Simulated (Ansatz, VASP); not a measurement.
## As in VASP and in Ansatz

Contents of INCAR:

```
SYSTEM = As
ALGO = Normal ; EDIFF = 1E-6
ENCUT = 520 ; GGA = PE
ISIF = 2 ; ISMEAR = 0
LASPH = .TRUE. ; LCHARG = .TRUE.
LELF = .TRUE. ; LREAL = .FALSE.
LVHAR = .TRUE. ; LWAVE = .FALSE.
NBANDS = 14 ; NELM = 80
PREC = Accurate ; SIGMA = 0.1
```

The input KPOINTS:

```
k-points
0
G
  6 6 4
  0 0 0
```

Contents of POSCAR:

```
As
1.0
    4.5007288406      0.0000000000      0.0000000000
   -2.2503644203      3.8977455115      0.0000000000
    0.0000000000      0.0000000000      5.0158061585
As
3
Direct
    0.2185979062      0.0000000000      0.3333333333
    0.0000000000      0.2185979062      0.6666666667
    0.7814020938      0.7814020938      0.0000000000
```

Input for Ansatz:

```yaml
crystal:
  lattice:
    - [4.5007288406, 0.0, 0.0]
    - [-2.2503644203, 3.8977455115, 0.0]
    - [0.0, 0.0, 5.0158061585]
  atoms:
    - { symbol: As, position: [0.2185979062, 0.0, 0.3333333333] }
    - { symbol: As, position: [0.0, 0.2185979062, 0.6666666667] }
    - { symbol: As, position: [0.7814020938, 0.7814020938, 0.0] }
basis:
  ecutwfc: 420
kpoints:
  mp_grid: { grid: [6, 6, 4] }
hamiltonian:
  xc: pbe
scf:
  occupations: { method: gaussian, width: 0.1 }
output:
  forces: true
  stress: true
  eigenvalues: true
```

Alike in both runs: task single point; functional PBE; k mesh 6 × 6 × 4; occupations gaussian, width 0.1 eV; no spin polarisation.

|  | VASP | Ansatz |
| --- | --- | --- |
| version | VASP 6.6.1 | Ansatz 0.2.0 |
| potentials or method | VASP PAW PBE potentials, release 64 (As), cutoff 520 eV | scalar-relativistic, plane waves, PAW |
| valence electrons in the cell | 15 | 45 |

Ansatz gave:

| Item | Value |
| --- | --- |
| gap on the k mesh at the Fermi level (eV) | none |
| pressure (GPa) | -1.1 |
| traceless stress, the component that is largest in VASP (GPa) | -0.63 |
| rms of the force components (eV/Å) | 0.283 |

Problem. Estimate VASP's values.

Solution. gap on the k mesh at the Fermi level (eV): none; pressure (GPa): -0.9; traceless stress, the component that is largest in VASP (GPa): -0.53; rms of the force components (eV/Å): 0.318.

Atom by atom the forces differ by 0.036 eV/Å (rms over components). A gap of «none» marks a metal or a gap that the smearing closes. VASP's potentials hold 15 valence electrons a cell and Ansatz's 45, so a difference there can come from the potentials and not from the codes.
